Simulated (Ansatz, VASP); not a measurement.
**NaB in VASP and in Ansatz**

```
Na B
1.0
     0.00000    2.65132    2.65132
     2.65132    0.00000    2.65132
     2.65132    2.65132    0.00000
Na B
1 1
Direct
  0.00000 0.00000 0.00000
  0.50000 0.50000 0.50000
```

Alike in both runs: functional PBEsol; k mesh 9 × 9 × 9; no spin polarisation.

Ansatz relaxed the structure, and its values are those at the end. VASP's run is a single point on that final structure, the one shown.

|  | VASP | Ansatz |
| --- | --- | --- |
| version | VASP 6.6.1 | Ansatz 0.2.0 |
| potentials or method | VASP PAW PBE potentials, release 64 (Na_pv, B) | plane waves, PAW |
| plane-wave cutoff (eV) | 520 | 420 |
| occupations | fermi-dirac, width 0.1 eV | fermi-dirac |
| valence electrons in the cell | 10 | 12 |

Ansatz gave:

| Item | Value |
| --- | --- |
| pressure (GPa) | 0.0 |

**Question.** Estimate VASP's values.

**Answer.** Pressure (GPa): 0.1.

VASP's potentials were made for PBE, not for PBEsol. VASP's potentials hold 10 valence electrons a cell and Ansatz's 12, so a difference there can come from the potentials and not from the codes.
